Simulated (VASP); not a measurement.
## Be: single point with PBE

The system is Be.

```xyz
1
Lattice="0.0000 1.5791 1.5791 1.5791 0.0000 1.5791 1.5791 1.5791 0.0000" Properties=species:S:1:pos:R:3 pbc="T T T"
Be    0.0000    0.0000    0.0000
```

| Property | Result |
| --- | --- |
| Program | VASP 6.6.1 |
| Task | single point |
| Functional | PBE |
| Potentials or basis | VASP PAW PBE potentials, release 64 (Be) |
| Cutoff | 520 eV |
| k mesh | 22 × 22 × 22 |
| Occupations | gaussian, width 0.1 eV |
| Spin | no spin polarisation |

The pressure is 0.1 GPa. The band gap on the k mesh is zero (band 1 reaches 8.00 eV, above the bottom of band 2 at 7.31 eV).

Levels at points of the mesh, in eV from the Fermi level:
```
           k point  band 1  band 2  band 3  band 4  band 5
(0.00, 0.00, 0.00)  -11.94   19.37   19.37   19.37   29.05
(0.50, 0.00, 0.00)   -5.36   -0.05   16.44   16.44   26.19
(0.50, 0.50, 0.00)   -2.73    3.77    9.47    9.47   15.11
```

It took 6.9 s on 1 thread of Intel(R) Xeon(R) 6975P-C (Granite Rapids), on a shared host, peak memory 0.11 GiB.
